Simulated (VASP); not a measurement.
Input of a VASP 6.6.1 run:

INCAR

```
PREC = Accurate
ENCUT = 520
EDIFF = 1E-6
ISMEAR = 0
SIGMA = 0.05
LREAL = F
LASPH = T
NELM = 60
ALGO = Normal
ISIF = 2
LWAVE = F
LCHARG = F
NBANDS = 16
```

File KPOINTS:

```
regular mesh
0
Gamma
  6 6 6
```

The input POSCAR:

```
MgO
1.0
    3.5561054200      0.0000000000      0.0000000000
   -1.7780527100      3.0192917963      0.0000000000
    0.0000000000      0.0000000000      4.1780412200
Mg O
2 2
Direct
    0.6666666667      0.3333333333      0.7500000000
    0.3333333333      0.6666666667      0.2500000000
    0.6666666667      0.3333333333      0.2500000000
    0.3333333333      0.6666666667      0.7500000000
```

Potentials or basis: VASP PAW LDA potentials, release 64 (Mg, O).

The run is started by

```bash
$ cat potpaw_LDA.64/Mg/POTCAR potpaw_LDA.64/O/POTCAR > POTCAR
$ mpirun -np 1 vasp_std > vasp.out
```

Task: Predict the band gap on the k mesh.

Result: 3.25 eV, direct.

Task: Predict the pressure.

Result: -8.0 GPa.

Task: Predict the largest force.

Result: 0.151 eV/Å.

Stress tensor (GPa, compression positive):
```
-10.02   0.00   0.00
  0.00  -6.81   0.00
  0.00   0.00  -7.17
```

Caveat: the cell differs from its parent crystal (strain +0.0200 x Voigt [1, 0, 0, 0, 0, 0]).
